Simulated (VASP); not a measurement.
Write the native input for VASP 6.6.1 that does the following.

- Task: single point
- Functional: PBEsol
- Potentials or basis: VASP PAW PBE potentials, release 64 (Zn)
- Cutoff: 520 eV
- k mesh: 13 × 13 × 13
- Occupations: fermi-dirac, width 0.05 eV
- Spin: no spin polarisation
- Dipole correction: no
- Further INCAR settings: ALGO = Normal; EDIFF = 1e-07; NBANDS = 19

The structure of Zn lies in POSCAR:

```
Zn
1.0
    0.0000000000      2.3568476486      2.3568476486
    2.3568476486      0.0000000000      2.3568476486
    2.3568476486      2.3568476486      0.0000000000
Zn
2
Direct
   -0.1250000000     -0.1250000000     -0.1250000000
    0.1250000000      0.1250000000      0.1250000000
```

This isn't the form of Zn at room conditions, which is hcp.

The input as run:

INCAR

```
  ALGO = Normal
  EDIFF = 1E-7
  ENCUT = 520
  GGA = PS
  ISIF = 2
  ISMEAR = -1
  LASPH = True
  LCHARG = False
  LREAL = False
  LWAVE = False
  NBANDS = 19
  NELM = 80
  PREC = Accurate
  SIGMA = 0.05
```

KPOINTS

```
k-points
0
Gamma
  13 13 13
```

Potentials or basis: VASP PAW PBE potentials, release 64 (Zn).

Command:

```console
$ cat potpaw_PBE.64/Zn/POTCAR > POTCAR
$ mpirun -np 1 vasp_std > vasp.out
```

Results of the run:

```yaml
Pressure: 77.3 GPa
Band_gap_on_the_k_mesh: zero (bands 12 and 13 overlap by 10.93 eV)
```

Caveat: the cell stands under pressure; the PAW data sets were made with another functional, which shifts forces and pressure a little.

Run time: 20 s on 1 thread of Intel(R) Xeon(R) 6975P-C (Granite Rapids), with other jobs on the host, peak memory 0.17 GiB.
